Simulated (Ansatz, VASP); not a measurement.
AgPbCl4: VASP beside Ansatz

```xyz
6
Lattice="4.7833 0.0000 0.0000 0.0000 4.7833 0.0000 0.0000 0.0000 6.9036" Properties=species:S:1:pos:R:3 pbc="T T T"
Ag    0.0000    0.0000    0.0000
Pb    2.3917    2.3917    3.4518
Cl    2.3917    0.0000    1.6341
Cl    0.0000    2.3917    5.2694
Cl    2.3917    0.0000    5.2694
Cl    0.0000    2.3917    1.6341
```

Alike in both runs: functional PBE; k mesh 8 × 8 × 6; occupations gaussian, width 0.1 eV; no spin polarisation.

Ansatz relaxed the structure, and its values are those at the end. VASP's run is a single point on that final structure, the one shown.

```csv
,VASP,Ansatz
version,VASP 6.6.1,Ansatz 0.2.0
potentials or method,"VASP PAW PBE potentials, release 64 (Ag, Pb_d, Cl), cutoff 520 eV","scalar-relativistic, plane waves, PAW"
valence electrons in the cell,53,61
```

```csv
,VASP,Ansatz,Ansatz less VASP
gap on the k mesh at the Fermi level (eV),none,none,-
pressure (GPa),-0.1,0.0,+0.08
```

A gap of «none» marks a metal or a gap that the smearing closes. The functional is the same, so the differences come from potentials, cutoffs and numerics. VASP's potentials hold 53 valence electrons a cell and Ansatz's 61, so a difference there can come from the potentials and not from the codes.

Neither program's run includes spin-orbit coupling.
